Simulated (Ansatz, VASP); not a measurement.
Two plane-wave programs on TaN

INCAR

```
  PREC = Accurate
  ENCUT = 520
  EDIFF = 1E-6
  ISMEAR = 0
  SIGMA = 0.05
  LREAL = F
  LASPH = T
  NELM = 150
  ALGO = Normal
  ISIF = 2
  LWAVE = F
  LCHARG = F
  LNONCOLLINEAR = T
  MAGMOM = 0 0 0 0 0 0 0 0 0 0 0 0
  LORBIT = 11
  LSORBIT = T
  GGA_COMPAT = F
  LORBMOM = T
  LMAXMIX = 4
  LDAU = T
  LDAUTYPE = 2
  LDAUL = 2 -1
  LDAUU = 6 0
  LDAUJ = 0 0
  LDAUPRINT = 1
  GGA = PS
  NBANDS = 46
```

Contents of KPOINTS:

```
regular mesh
0
Gamma
  7 7 4
```

The input POSCAR:

```
TaN
1.0
    2.9380011100      0.0000000000      0.0000000000
   -1.4690005500      2.5443836000      0.0000000000
    0.0000000000      0.0000000000      5.7660044200
Ta N
2 2
Direct
    0.3333333333      0.6666666667      0.2500000000
    0.3333333333      0.6666666667      0.7500000000
    0.0000000000      0.0000000000      0.0000000000
    0.0000000000      0.0000000000      0.5000000000
```

Input for Ansatz:

```yaml
crystal:
  lattice:
    - [2.93800111, 0.0, 0.0]
    - [-1.46900055, 2.5443836, 0.0]
    - [0.0, 0.0, 5.76600442]
  atoms:
    - { symbol: Ta, position: [0.3333333333, 0.6666666667, 0.25], spin: 2.0, spin_axis: [0.0, 0.0, 1.0] }
    - { symbol: "N", position: [0.0, 0.0, 0.0] }
    - { symbol: Ta, position: [0.3333333333, 0.6666666667, 0.75], spin: 2.0, spin_axis: [0.866025, 0.0, 0.5] }
    - { symbol: "N", position: [0.0, 0.0, 0.5] }
basis:
  ecutwfc: 420
  ecutrho_ratio: 4
kpoints:
  mp_grid: { grid: [7, 7, 4] }
hamiltonian:
  xc: pbesol
  hubbard:
    sites:
      - { site: 0, l: d, u_eff: 6.0, starting_ns: [{ occupation_matrix: s0 }] }
      - { site: 2, l: d, u_eff: 6.0, starting_ns: [{ occupation_matrix: s2 }] }
    occupation_matrices:
      s0:
        spinor_matrix:
          - [[0.97, 0.0], [0.0, 0.0], [0.0, 0.0], [0.0, 0.0], [0.0, 0.0], [0.0, 0.0], [0.0, 0.0], [0.0, 0.0], [0.0, 0.0], [0.0, 0.0]]
          - [[0.0, 0.0], [0.02, 0.0], [0.0, 0.0], [0.0, 0.0], [0.0, 0.0], [0.0, 0.0], [0.0, 0.0], [0.0, 0.0], [0.0, 0.0], [0.0, 0.0]]
          - [[0.0, 0.0], [0.0, 0.0], [0.02, 0.0], [0.0, 0.0], [0.0, 0.0], [0.0, 0.0], [0.0, 0.0], [0.0, 0.0], [0.0, 0.0], [0.0, 0.0]]
          - [[0.0, 0.0], [0.0, 0.0], [0.0, 0.0], [0.02, 0.0], [0.0, 0.0], [0.0, 0.0], [0.0, 0.0], [0.0, 0.0], [0.0, 0.0], [0.0, 0.0]]
          - [[0.0, 0.0], [0.0, 0.0], [0.0, 0.0], [0.0, 0.0], [0.97, 0.0], [0.0, 0.0], [0.0, 0.0], [0.0, 0.0], [0.0, 0.0], [0.0, 0.0]]
          - [[0.0, 0.0], [0.0, 0.0], [0.0, 0.0], [0.0, 0.0], [0.0, 0.0], [0.02, 0.0], [0.0, 0.0], [0.0, 0.0], [0.0, 0.0], [0.0, 0.0]]
          - [[0.0, 0.0], [0.0, 0.0], [0.0, 0.0], [0.0, 0.0], [0.0, 0.0], [0.0, 0.0], [0.02, 0.0], [0.0, 0.0], [0.0, 0.0], [0.0, 0.0]]
          - [[0.0, 0.0], [0.0, 0.0], [0.0, 0.0], [0.0, 0.0], [0.0, 0.0], [0.0, 0.0], [0.0, 0.0], [0.02, 0.0], [0.0, 0.0], [0.0, 0.0]]
          - [[0.0, 0.0], [0.0, 0.0], [0.0, 0.0], [0.0, 0.0], [0.0, 0.0], [0.0, 0.0], [0.0, 0.0], [0.0, 0.0], [0.02, 0.0], [0.0, 0.0]]
          - [[0.0, 0.0], [0.0, 0.0], [0.0, 0.0], [0.0, 0.0], [0.0, 0.0], [0.0, 0.0], [0.0, 0.0], [0.0, 0.0], [0.0, 0.0], [0.02, 0.0]]
      s2:
        spinor_matrix:
          - [[0.7325, 0.0], [0.0, 0.0], [0.0, 0.0], [0.0, 0.0], [0.0, 0.0], [0.41136, 0.0], [0.0, 0.0], [0.0, 0.0], [0.0, 0.0], [0.0, 0.0]]
          - [[0.0, 0.0], [0.02, 0.0], [0.0, 0.0], [0.0, 0.0], [0.0, 0.0], [0.0, 0.0], [0.0, 0.0], [0.0, 0.0], [0.0, 0.0], [0.0, 0.0]]
          - [[0.0, 0.0], [0.0, 0.0], [0.02, 0.0], [0.0, 0.0], [0.0, 0.0], [0.0, 0.0], [0.0, 0.0], [0.0, 0.0], [0.0, 0.0], [0.0, 0.0]]
          - [[0.0, 0.0], [0.0, 0.0], [0.0, 0.0], [0.02, 0.0], [0.0, 0.0], [0.0, 0.0], [0.0, 0.0], [0.0, 0.0], [0.0, 0.0], [0.0, 0.0]]
          - [[0.0, 0.0], [0.0, 0.0], [0.0, 0.0], [0.0, 0.0], [0.7325, 0.0], [0.0, 0.0], [0.0, 0.0], [0.0, 0.0], [0.0, 0.0], [0.41136, 0.0]]
          - [[0.41136, 0.0], [0.0, 0.0], [0.0, 0.0], [0.0, 0.0], [0.0, 0.0], [0.2575, 0.0], [0.0, 0.0], [0.0, 0.0], [0.0, 0.0], [0.0, 0.0]]
          - [[0.0, 0.0], [0.0, 0.0], [0.0, 0.0], [0.0, 0.0], [0.0, 0.0], [0.0, 0.0], [0.02, 0.0], [0.0, 0.0], [0.0, 0.0], [0.0, 0.0]]
          - [[0.0, 0.0], [0.0, 0.0], [0.0, 0.0], [0.0, 0.0], [0.0, 0.0], [0.0, 0.0], [0.0, 0.0], [0.02, 0.0], [0.0, 0.0], [0.0, 0.0]]
          - [[0.0, 0.0], [0.0, 0.0], [0.0, 0.0], [0.0, 0.0], [0.0, 0.0], [0.0, 0.0], [0.0, 0.0], [0.0, 0.0], [0.02, 0.0], [0.0, 0.0]]
          - [[0.0, 0.0], [0.0, 0.0], [0.0, 0.0], [0.0, 0.0], [0.41136, 0.0], [0.0, 0.0], [0.0, 0.0], [0.0, 0.0], [0.0, 0.0], [0.2575, 0.0]]
    ns_hold: { iters: 8 }
scf:
  occupations: { method: gaussian, width: 0.05 }
  lower_state_search: "off"
  max_iter: 150
output:
  forces: true
  stress: true
  eigenvalues: true
  populations: true
  hubbard: { sites: [{ site: 0, l: d }, { site: 2, l: d }] }
  write_density: true
  write_potential: true
  elf: true
  volumetric_format: npy
magnetization:
  noncollinear: true
  spin_orbit: true
```

Alike in both runs: task single point; functional PBEsol; k mesh 7 × 7 × 4; occupations gaussian, width 0.05 eV; non-collinear spin, spin-orbit coupling; Hubbard terms Ta d U = 6.0 eV.

|  | VASP | Ansatz |
| --- | --- | --- |
| version | VASP 6.6.1 | Ansatz 0.2.0 |
| potentials or method | VASP PAW PBE potentials, release 64 (Ta_pv, N), cutoff 520 eV | plane waves, PAW |
| valence electrons in the cell | 32 | 36 |

Ansatz gave:

```
pressure (GPa)           : 1.2
net moment per atom (μB) : 0.00
```

Problem. Estimate VASP's values.

Solution. Pressure (GPa): 16.3; net moment per atom (μB): 0.00.

VASP's potentials were made for PBE, not for PBEsol. The programs project onto different local orbitals, so the same U acts differently, and such runs can settle in different states. VASP's potentials hold 32 valence electrons a cell and Ansatz's 36, so a difference there can come from the potentials and not from the codes. Ansatz's warnings: seeded moment not kept, specified occupation not kept, stress scf threshold loose.
